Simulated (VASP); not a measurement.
A run of VASP 6.6.1 is set up as follows.

File POSCAR:

```
PbS
1.0
    0.0000000000      3.0045317637      3.0045317637
    3.0045317637      0.0000000000      3.0045317637
    3.0045317637      3.0045317637      0.0000000000
Pb S
1 1
Direct
    0.5000000000      0.5000000000      0.5000000000
    0.0000000000      0.0000000000      0.0000000000
```

INCAR.step1

```
SYSTEM = PbS
ALGO = Normal
EDIFF = 1E-7
ENCUT = 520
GGA = PE
GGA_COMPAT = .False.
ISIF = 2
ISMEAR = 0
LASPH = .True.
LCHARG = .True.
LORBMOM = .True.
LREAL = .False.
LSORBIT = .True.
LWAVE = .False.
MAGMOM = 0 0 0 0 0 0
NBANDS = 32
NELM = 150
PREC = Accurate
SIGMA = 0.05
```

The input KPOINTS.step1:

```
k-points
0
Gamma
  10 10 10
  0 0 0
```

File INCAR.step2:

```
SYSTEM = PbS
ALGO = Normal
EDIFF = 1E-7
ENCUT = 520
GGA = PE
GGA_COMPAT = .False.
ICHARG = 11
ISIF = 2
ISMEAR = -5
LASPH = .True.
LCHARG = .False.
LORBIT = 11
LORBMOM = .True.
LREAL = .False.
LSORBIT = .True.
LWAVE = .False.
MAGMOM = 0 0 0 0 0 0
NEDOS = 2001
NELM = 150
PREC = Accurate
SIGMA = 0.05
```

KPOINTS.step2

```
k-points
0
Gamma
  15 15 15
  0 0 0
```

Potentials or basis: VASP PAW PBE potentials, release 64 (Pb_d, S).

Command:

```sh
$ cat potpaw_PBE.64/Pb_d/POTCAR potpaw_PBE.64/S/POTCAR > POTCAR
$ cp INCAR.step1 INCAR
$ cp KPOINTS.step1 KPOINTS
$ mpirun -np 1 vasp_ncl > vasp.out
$ cp INCAR.step2 INCAR
$ cp KPOINTS.step2 KPOINTS
$ mpirun -np 1 vasp_ncl > vasp.out
```

(1) Predict the net moment.

## Answers

(1) 0.00 μB per cell.
